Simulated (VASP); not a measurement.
**Pt: single point with LDA**

Crystal: Pt.

```xyz
1
Lattice="0.0000 1.9194 1.9194 1.9194 0.0000 1.9194 1.9194 1.9194 0.0000" Properties=species:S:1:pos:R:3 pbc="T T T"
Pt    0.0000    0.0000    0.0000
```

| Item | Value |
| --- | --- |
| Program | VASP 6.6.1 |
| Task | single point |
| Functional | LDA |
| Potentials or basis | VASP PAW LDA potentials, release 64 (Pt) |
| Cutoff | 520 eV |
| k mesh | 24 × 24 × 24 |
| Occupations | fermi-dirac, width 0.1 eV |
| Spin | no spin polarisation |

```
Pressure               : 16.0 GPa
Band gap on the k mesh : zero (band 5 reaches 13.01 eV, above the bottom of band 6 at 10.51 eV)
```

Levels at points of the mesh, in eV from the Fermi level:
| k point | band 2 | band 3 | band 4 | band 5 | band 6 | band 7 | band 8 | band 9 |
| --- | --- | --- | --- | --- | --- | --- | --- | --- |
| (0.00, 0.00, 0.00) | -4.24 | -4.24 | -4.24 | -1.81 | -1.81 | 14.40 | 19.69 | 19.69 |
| (0.50, 0.00, 0.00) | -4.31 | -4.31 | -0.75 | 0.05 | 0.05 | 6.34 | 13.99 | 19.31 |
| (0.50, 0.50, 0.00) | -7.37 | 0.03 | 0.56 | 0.56 | 1.64 | 9.59 | 11.53 | 11.53 |

It took 21 s on 1 thread of Intel(R) Xeon(R) Platinum 8481C CPU @ 2.70GHz (Sapphire Rapids), on a shared host, peak memory 0.17 GiB.

Caveat: spin-orbit coupling is left out, which moves the levels of the heavy elements.
